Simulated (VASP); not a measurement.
A run of VASP 6.6.1:

File POSCAR:

```
Zr
1.0
   -1.7855375418      1.7855375418      1.7855375418
    1.7855375418     -1.7855375418      1.7855375418
    1.7855375418      1.7855375418     -1.7855375418
Zr
1
Direct
    0.0000000000      0.0000000000      0.0000000000
```

INCAR.step1

```
PREC = Accurate ; ENCUT = 400
EDIFF = 1E-5 ; ISMEAR = -1
SIGMA = 0.05 ; LREAL = F
LASPH = T ; NELM = 120
ALGO = Normal ; ISIF = 2
LWAVE = T ; LCHARG = F
NBANDS = 12 ; GGA = PE
GGA_COMPAT = F
```

File INCAR.step2:

```
PREC = Accurate ; ENCUT = 400
EDIFF = 1E-6 ; ISMEAR = -1
SIGMA = 0.05 ; LREAL = F
LASPH = T ; NELM = 120
ALGO = Normal ; ISIF = 2
LWAVE = F ; LCHARG = F
GGA = PE ; LHFCALC = T
HFSCREEN = 0.2079 ; PRECFOCK = Normal
NBANDS = 12 ; ISTART = 1
GGA_COMPAT = F
```

Contents of KPOINTS:

```
Automatic mesh
0
Gamma
  6 6 6
```

Potentials or basis: VASP PAW PBE potentials, release 64 (Zr_sv).

Run with:

```sh
$ cat potpaw_PBE.64/Zr_sv/POTCAR > POTCAR
$ cp INCAR.step1 INCAR
$ mpirun -np 1 vasp_std > vasp.out
$ cp INCAR.step2 INCAR
$ mpirun -np 1 vasp_std > vasp.out
```

Hardware: 1 thread of AMD EPYC 9R45 96-Core Processor (Zen 5), on a shared host.

**Question.** How long does it take, and how much memory?

**Answer.** Run time: 4.4 min on 1 thread of AMD EPYC 9R45 96-Core Processor (Zen 5), on a shared host, peak memory 0.19 GiB. Counts: k points 16.
